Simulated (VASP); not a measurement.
# PdI (anti NiAs type) (P6_3/mmc) in VASP: relaxation of cell and atoms with LDA

Aim: the relaxation of cell and atoms of PdI (anti NiAs type) with LDA.

Everything below comes from runs of VASP 6.6.1. Logs are shortened: lines on timing, memory, paths and dates and some standing lists are left out, and cuts for length are marked.

### Step 1. The cell of the first run

Symmetry: P6_3/mmc, No. 194, hexagonal system. The conventional cell has a = 3.909 Å, b = 3.909 Å, c = 6.059 Å, α = 90.00°, β = 90.00°, γ = 120.00°. I (site symmetry -3m) has 6 Pd at 2.72 Å and 2 I at 3.03 Å within 3.6 Å. Within 3.6 Å of Pd (site symmetry -6m2) lie 6 I at 2.72 Å.

### Step 2. Relaxation of cell and atoms, LDA, target pressure 9.1 GPa, at which the enthalpy is minimised

The input, INCAR:

```
PREC     = Accurate       # precision mode
ENCUT    = 600            # plane-wave cutoff, eV
EDIFF    = 1E-6           # SCF threshold, eV
ISMEAR   = -1             # smearing method
SIGMA    = 0.1            # smearing width, eV
LREAL    = False          # projectors in reciprocal space
LASPH    = True           # aspherical terms in the spheres
NELM     = 80             # most SCF steps
ALGO     = Normal         # electronic algorithm
ISIF     = 3              # what is computed and relaxed
LWAVE    = False          # write WAVECAR
LCHARG   = False          # write CHGCAR
GGA      = CA             # functional
IBRION   = 2              # ionic algorithm
NSW      = 60             # ionic steps
EDIFFG   = -0.005         # ionic threshold
PSTRESS  = 91.0
```

The input, KPOINTS:

```
Automatic mesh
0
Gamma
  10 10 6
```

The input, POSCAR:

```
PdI
1.0
    3.9087394083      0.0000000000      0.0000000000
   -1.9543697042      3.3850676244      0.0000000000
    0.0000000000      0.0000000000      6.0585460829
I Pd
2 2
Direct
    0.0000000000      0.0000000000      0.0000000000
    0.0000000000      0.0000000000      0.5000000000
    0.3333333333      0.6666666667      0.2500000000
    0.6666666667      0.3333333333      0.7500000000
```

Potentials or basis: VASP PAW LDA potentials, release 64 (I, Pd).

Command:

```console
> cat potpaw_LDA.64/I/POTCAR potpaw_LDA.64/Pd/POTCAR > POTCAR
> mpirun -np 1 vasp_std > vasp.out
```

OUTCAR:

```text
PREC = Accurate
   ENCUT = 600
   EDIFF = 1E-6
   ISMEAR = -1
   LREAL = False
   LASPH = True
   NELM = 80
   ISIF = 3
   GGA = CA
   IBRION = 2
   NSW = 60
   EDIFFG = -0.005
   PSTRESS = 91.0

 ion  position               nearest neighbor table
   1  0.000  0.000  0.000-   3 2.72   4 2.72   4 2.72   3 2.72   4 2.72   3 2.72   2 3.03   2 3.03

   2  0.000  0.000  0.500-   3 2.72   4 2.72   4 2.72   3 2.72   4 2.72   3 2.72   1 3.03   1 3.03

   3  0.333  0.667  0.250-   1 2.72   2 2.72   1 2.72   2 2.72   1 2.72   2 2.72
   4  0.667  0.333  0.750-   1 2.72   2 2.72   1 2.72   2 2.72   1 2.72   2 2.72

  LATTYP: Found a hexagonal cell.
 ALAT       =     3.9087394083
 C/A-ratio  =     1.5500000000

  Lattice vectors:

 A1 = (   3.9087394083,   0.0000000000,   0.0000000000)
 A2 = (  -1.9543697042,   3.3850676244,   0.0000000000)
 A3 = (   0.0000000000,   0.0000000000,   6.0585460829)

Analysis of symmetry for initial positions (statically):
=====================================================================
 Subroutine PRICEL returns:
 Original cell was already a primitive cell.

 Routine SETGRP: Setting up the symmetry group for a
 hexagonal supercell.

 Subroutine GETGRP returns: Found 24 space group operations
 (whereof 12 operations were pure point group operations)
 out of a pool of 24 trial point group operations.

The static configuration has the point symmetry D_3d.
 The point group associated with its full space group is D_6h.

Analysis of symmetry for dynamics (positions and initial velocities):
=====================================================================
 Subroutine PRICEL returns:
 Original cell was already a primitive cell.

 Routine SETGRP: Setting up the symmetry group for a
 hexagonal supercell.

 Subroutine GETGRP returns: Found 24 space group operations
 (whereof 12 operations were pure point group operations)
 out of a pool of 24 trial point group operations.

The dynamic configuration has the point symmetry D_3d.
 The point group associated with its full space group is D_6h.

 Subroutine INISYM returns: Found 24 space group operations
 (whereof 12 operations are pure point group operations),
 and found     1 'primitive' translations

----------------------------------------------------------------------------------------

                                     Primitive cell

  volume of cell :      80.1627

  direct lattice vectors                    reciprocal lattice vectors
     3.908739408  0.000000000  0.000000000     0.255836958  0.147707537  0.000000000
    -1.954369704  3.385067624  0.000000000     0.000000000  0.295415073  0.000000000
     0.000000000  0.000000000  6.058546083     0.000000000  0.000000000  0.165056102

  length of vectors
     3.908739408  3.908739408  6.058546083     0.295415073  0.295415073  0.165056102

  position of ions in fractional coordinates (direct lattice)
     0.000000000  0.000000000  0.000000000
     0.000000000  0.000000000  0.500000000
     0.333333333  0.666666667  0.250000000
     0.666666667  0.333333333  0.750000000

  ion indices of the primitive-cell ions
   primitive index   ion index
                 1           1
                 2           2
                 3           3
                 4           4

----------------------------------------------------------------------------------------

 KPOINTS: Automatic mesh

Automatic generation of k-mesh.
 Grid dimensions read from file:
 generate k-points for:   10   10    6

 Generating k-lattice:

  Cartesian coordinates                     Fractional coordinates (reciprocal lattice)
     0.025583696  0.014770754  0.000000000     0.100000000  0.000000000  0.000000000
     0.000000000  0.029541507  0.000000000     0.000000000  0.100000000  0.000000000
     0.000000000  0.000000000  0.027509350     0.000000000  0.000000000  0.166666667

  Length of vectors
     0.029541507  0.029541507  0.027509350

  Shift w.r.t. Gamma in fractional coordinates (k-lattice)
     0.000000000  0.000000000  0.000000000

 Subroutine IBZKPT returns following result:
 ===========================================

 Found     56 irreducible k-points:

 Following reciprocal coordinates:
            Coordinates               Weight
  0.000000  0.000000  0.000000      1.000000
  0.100000  0.000000  0.000000      6.000000
  0.200000  0.000000  0.000000      6.000000
  0.300000  0.000000  0.000000      6.000000
  0.400000  0.000000  0.000000      6.000000
  0.500000  0.000000  0.000000      3.000000
[... 16 lines left out ...]
  0.300000  0.100000  0.166667     24.000000
  0.400000  0.100000  0.166667     24.000000
 [... further k-points ...]
   k-points           NKPTS =     56   k-points in BZ     NKDIM =     56   number of bands    NBANDS=     21
   number of dos      NEDOS =    301   number of ions     NIONS =      4
   total plane-waves  NPLWV =  49152
   dimension x,y,z NGX =    32 NGY =   32 NGZ =   48
   dimension x,y,z NGXF=    64 NGYF=   64 NGZF=   96
   ions per type =               2   2
   NGX,Y,Z   is equivalent  to a cutoff of  13.61, 13.61, 13.17 a.u.
   NGXF,Y,Z  is equivalent  to a cutoff of  27.22, 27.22, 26.34 a.u.
 SYSTEM =  unknown system
   PREC   = accura    normal or accurate (medium, high low for compatibility)
   ISTART =      0    job   : 0-new  1-cont  2-samecut
   ICHARG =      2    charge: 1-file 2-atom 10-const
   ISPIN  =      1    spin polarized calculation?
   LNONCOLLINEAR =      F non collinear calculations
   LSORBIT =      F    spin-orbit coupling
   LASPH  =      T    aspherical Exc in radial PAW
   ENCUT  =  600.0 eV  44.10 Ry    6.64 a.u.   7.81  7.81 12.10*2*pi/ulx,y,z
   NELM   =     80;   NELMIN=  2; NELMDL= -5     # of ELM steps
   EDIFF  = 0.1E-05   stopping-criterion for ELM
   LREAL  =      F    real-space projection
   EDIFFG = -.5E-02   stopping-criterion for IOM
   NSW    =     60    number of steps for IOM
   IBRION =      2    ionic relax: 0-MD 1-quasi-New 2-CG
   NFREE  =      1    steps in history (QN), initial steepest desc. (CG)
   ISIF   =      3    stress and relaxation
   ISYM   =      2    0-nonsym 1-usesym 2-fastsym
   POTIM  = 0.5000    time-step for ionic-motion
   TEBEG  =    0.0;   TEEND  =   0.0 temperature during run
   PSTRESS=   91.0 pullay stress
   NELECT =      34.0000    total number of electrons
   NUPDOWN=      -1.0000    fix difference up-down
   EMIN   =  10.00;   EMAX   =-10.00  energy-range for DOS
   EFERMI =   0.00;   METHOD = LEGACY
   ISMEAR =    -1;   SIGMA  =   0.10  broadening in eV -4-tet -1-fermi 0-gaus
   EFERMI_NEDOS =   21; number of points for ismear=-14 and -15
   IALGO  =     38    algorithm
   IMIX   =      4    mixing-type and parameters
     AMIX     =   0.40;   BMIX     =  1.00
     AMIX_MAG =   1.60;   BMIX_MAG =  1.00
  volume/ion in A,a.u.               =      20.04       135.24
  Fermi-wavevector in a.u.,A,eV,Ry     =   1.230015  2.324391 20.584747  1.512936
  Thomas-Fermi vector in A             =   2.364880
   LORBIT       =      0    0 simple, 1 ext, 2 COOP (PROOUT), +10 PAW based schemes
   GGA     = CA    functional components
   LHFCALC =     F    Hartree Fock is set to
   AEXX    =    0.0000 exact exchange contribution
   IVDW    =     0    specifies the selected vdW correction
   LEPSILON=     F    determine dielectric tensor
   LRPA    =     F    only Hartree local field effects (RPA)
 conjugate gradient relaxation of ions
 non-spin polarized calculation
  energy-cutoff  :      600.00
  volume of cell :       80.16
 maximum number of plane-waves:      2700
 NGX is ok and might be reduce to    32
   NGX = 15   NGY = 15   NGZ = 25

--------------------------------------- Ionic step        1  -------------------------------------------

 number of electron      33.9999994 magnetization

 Free energy of the ion-electron system (eV)
  ---------------------------------------------------
  ext. energy  EPLUGINS =         0.00000000
  ---------------------------------------------------
  free energy    TOTEN  =       -15.50404753 eV

  energy without entropy =      -15.42044703  energy(sigma->0) =      -15.46224728

------------------------ aborting loop because EDIFF is reached ----------------------------------------

  FORCE on cell =-STRESS in cart. coord.  units (eV):
  Direction    XX          YY          ZZ          XY          YZ          ZX
  --------------------------------------------------------------------------------------
  -------------------------------------------------------------------------------------
  Total        4.5162087      4.5162087     14.5090701     -0.0000000      0.0000000     -0.0000000
  in kB       90.2634867     90.2634867    289.9864323     -0.0000000      0.0000000     -0.0000000
  external PRESSURE =      65.8378019 kB  Pullay stress =      91.0000000 kB
[... 103 lines left out ...]
  energy  without entropy=      -16.2842541640  energy(sigma->0) =      -16.33045373

  enthalpy is  TOTEN    =       -11.3963624487 eV   P V=        4.9802908378

 E-fermi :   9.4964     XC(G=0): -11.5668

 val. band max:        9.4937897260   @ k =   0.1000   0.1000   0.5000
 cond. band min:       9.5243573509   @ k =   0.3000   0.1000   0.0000
 fundamental gap:      0.0305676249
 Fermi energy:         9.4964016904

 k-point     1 :       0.0000    0.0000    0.0000
  band No.  band energies     occupation
      1      -6.1065      2.00000
      2      -5.0712      2.00000
      3       1.5702      2.00000
      4       5.2953      2.00000
      5       5.2953      2.00000
      6       5.7929      2.00000
[... 565 lines left out ...]
     20      13.8123      0.00000
     21      14.3526      0.00000

 [... further k-points ...]

[... ionic steps 4 to 14 ...]

--------------------------------------- Ionic step       15  -------------------------------------------

 number of electron      33.9999993 magnetization

------------------------ aborting loop because EDIFF is reached ----------------------------------------
[... 75 lines left out ...]
--------------------------------------- Ionic step       17  -------------------------------------------

 number of electron      33.9999993 magnetization

 Free energy of the ion-electron system (eV)
  ---------------------------------------------------
  ext. energy  EPLUGINS =         0.00000000
  ---------------------------------------------------
  free energy    TOTEN  =       -16.49196294 eV

  energy without entropy =      -16.42088926  energy(sigma->0) =      -16.45642610

 E-fermi :  10.0931     XC(G=0): -11.7670

 val. band max:       10.0650923858   @ k =   0.3000   0.0000   0.0000
 cond. band min:      10.1259532336   @ k =   0.2000   0.0000   0.5000
 fundamental gap:      0.0608608479
 Fermi energy:        10.0931487507

 k-point     1 :       0.0000    0.0000    0.0000
  band No.  band energies     occupation
      1      -5.8055      2.00000
      2      -4.9233      2.00000
      3       1.9297      2.00000
      4       6.0383      2.00000
      5       6.0383      2.00000
      6       6.2695      2.00000
[... 565 lines left out ...]
     20      14.3167      0.00000
     21      14.9169      0.00000

 [... further k-points ...]

------------------------ aborting loop because EDIFF is reached ----------------------------------------

  FORCE on cell =-STRESS in cart. coord.  units (eV):
  Direction    XX          YY          ZZ          XY          YZ          ZX
  --------------------------------------------------------------------------------------
  -------------------------------------------------------------------------------------
  Total        4.5187706      4.5187706      4.5233547     -0.0000000     -0.0000000      0.0000000
  in kB       90.8598727     90.8598727     90.9520472     -0.0000000     -0.0000000      0.0000000
  external PRESSURE =      -0.1094025 kB  Pullay stress =      91.0000000 kB
[... 23 lines left out ...]
  energy  without entropy=      -16.4208892604  energy(sigma->0) =      -16.45642610

  enthalpy is  TOTEN    =       -11.9662233660 eV   P V=        4.5257395708

 reached required accuracy - stopping structural energy minimisation
```

It took 6.6 min on 1 thread of Intel Xeon 6975P-C (Granite Rapids), shared host; peak memory 0.25 GiB.

What came out:

```
Free energy                                                : -16.4920 eV
Relaxed volume                                             : 19.92 Å³/atom
Relaxed cell                                               : a = 3.538 Å, b = 3.538 Å, c = 7.352 Å, α = 90.00°, β = 90.00°, γ = 120.00°
Space group after relaxing (to 0.1 Å)                      : P6_3/mmc (No. 194)
Energy change on relaxing (the run minimises the enthalpy) : -247.0 meV/atom
Ionic steps                                                : 17
Pressure after relaxing                                    : 9.1 GPa
Band gap on the k mesh                                     : zero (bands 17 and 18 overlap by 1.60 eV)
```

The path:
| step | energy change (eV) | largest force (eV/Å) | pressure (GPa) | volume (Å³) |
| --- | --- | --- | --- | --- |
| 1 | 0.0000 | 0.0000 | 15.68 | 80.16 |
| 2 | -0.9630 | 0.0000 | -0.31 | 89.71 |
| 3 | -0.8726 | 0.0000 | 2.25 | 87.68 |
| 4 | -1.0753 | 0.0000 | 6.21 | 82.52 |
| 5 | -1.0087 | 0.0000 | 8.76 | 80.10 |
| 6 | -0.9756 | 0.0000 | 9.49 | 79.47 |
| 7 | -0.9858 | 0.0000 | 9.32 | 79.65 |
| 8 | -1.0018 | 0.0000 | 8.72 | 79.93 |
| 9 | -0.9945 | 0.0000 | 8.96 | 79.80 |
| 10 | -0.9908 | 0.0000 | 9.00 | 79.73 |
| 11 | -0.9891 | 0.0000 | 9.05 | 79.70 |
| 12 | -0.9892 | 0.0000 | 9.04 | 79.70 |
| 13 | -0.9900 | 0.0000 | 9.03 | 79.72 |
| 14 | -0.9895 | 0.0000 | 9.04 | 79.71 |
| 15 | -0.9894 | 0.0000 | 9.05 | 79.71 |
| 16 | -0.9859 | 0.0000 | 9.15 | 79.65 |
| 17 | -0.9879 | 0.0000 | 9.09 | 79.68 |

Final structure:
```cif
data_structure
_symmetry_space_group_name_H-M 'P 1'
_symmetry_Int_Tables_number 1
_cell_length_a 3.5375
_cell_length_b 3.5375
_cell_length_c 7.3524
_cell_angle_alpha 90.000
_cell_angle_beta 90.000
_cell_angle_gamma 120.000
_cell_volume 79.68
loop_
_atom_site_label
_atom_site_type_symbol
_atom_site_fract_x
_atom_site_fract_y
_atom_site_fract_z
_atom_site_occupancy
I1 I 0.00000 0.00000 0.00000 1
I2 I 0.00000 0.00000 0.50000 1
Pd1 Pd 0.33333 0.66667 0.25000 1
Pd2 Pd 0.66667 0.33333 0.75000 1
```

Caveat: the cell is relaxed towards a set pressure, so the run minimises the enthalpy, not the energy; a cell axis changed by over 15 % at a fixed basis, so the end point is rough; spin-orbit coupling is left out, which moves the levels of the heavy elements.
